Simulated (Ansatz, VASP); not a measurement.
## Two plane-wave programs on Si

```
CELL_PARAMETERS angstrom
0.00000 2.71547 2.71547
2.71547 0.00000 2.71547
2.71547 2.71547 0.00000
ATOMIC_POSITIONS crystal
Si 0.50000 0.50000 0.50000
Si 0.75000 0.75000 0.75000
```

Alike in both runs: task electric field gradients; functional PBEsol; k mesh 11 × 11 × 11; occupations fermi-dirac, width 0.08 eV; no spin polarisation.

```csv
,VASP,Ansatz
version,VASP 6.6.1,Ansatz 0.2.0
potentials or method,"VASP PAW PBE potentials, release 64 (Si)","PAW with Ansatz's default frozen-core files, scalar-relativistic"
plane-wave cutoff (eV),520,420
valence electrons in the cell,8,8
```

|  | VASP | Ansatz | Ansatz less VASP |
| --- | --- | --- | --- |
| pressure (GPa) | 0.2 | 0.1 | -0.11 |

VASP's potentials were made for PBE, not for PBEsol. With one functional, cell and mesh, what is left measures potentials, basis and numerics.
